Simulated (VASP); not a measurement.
CdS: single point with PBE

The system is CdS.

```
CELL_PARAMETERS angstrom
-0.02410 2.93921 2.93921
2.93921 -0.02410 2.93921
2.91511 2.91511 0.00000
ATOMIC_POSITIONS crystal
Cd 0.99818 0.99818 0.00182
S 0.25182 0.25182 0.24818
```

This cell differs from its parent crystal: shear xy strain -1.6%.

* Program: VASP 6.6.1
* Task: single point
* Functional: PBE
* Potentials or basis: VASP PAW PBE potentials, release 64 (Cd, S)
* Cutoff: 520 eV
* k mesh: 8 × 8 × 8
* Occupations: fermi-dirac, width 0.02 eV
* Spin: no spin polarisation
* Dipole correction: no
* Further INCAR settings: ALGO = Normal; EDIFF = 1e-06; NBANDS = 16

```yaml
Pressure: 1.7 GPa
Band_gap_on_the_k_mesh: 1.06 eV, direct
```

Stress tensor (GPa, compression positive):
```
1.71 0.41 0.00
0.41 1.71 0.00
0.00 0.00 1.70
```

Levels at points of the mesh, in eV from the valence-band top:
| k point | band 5 | band 6 | band 7 | band 8 | band 9 | band 10 | band 11 | band 12 | band 13 | band 14 |
| --- | --- | --- | --- | --- | --- | --- | --- | --- | --- | --- |
| (0.00, 0.00, 0.00) | -7.23 | -7.23 | -0.06 | -0.03 | 0.00 | 1.07 | 6.42 | 6.52 | 6.62 | 11.28 |
| (0.50, 0.00, 0.00) | -7.19 | -6.88 | -4.32 | -0.76 | -0.70 | 3.00 | 7.02 | 7.03 | 7.35 | 11.01 |
| (0.50, 0.50, 0.00) | -7.15 | -6.81 | -3.88 | -1.90 | -1.76 | 3.54 | 4.31 | 9.10 | 10.59 | 10.63 |
| (0.00, 0.00, 0.50) | -7.19 | -6.86 | -4.27 | -0.79 | -0.74 | 2.90 | 6.93 | 6.93 | 7.41 | 10.96 |
| (0.50, 0.00, 0.50) | -7.15 | -6.81 | -3.88 | -1.83 | -1.83 | 3.56 | 4.29 | 9.09 | 10.60 | 10.62 |

Run time: 43 s on 1 thread of AMD EPYC 9R45 96-Core Processor (Zen 5) (shared host), peak memory 0.19 GiB.

Caveat: the cell differs from its parent crystal (shear xy strain -1.6%).
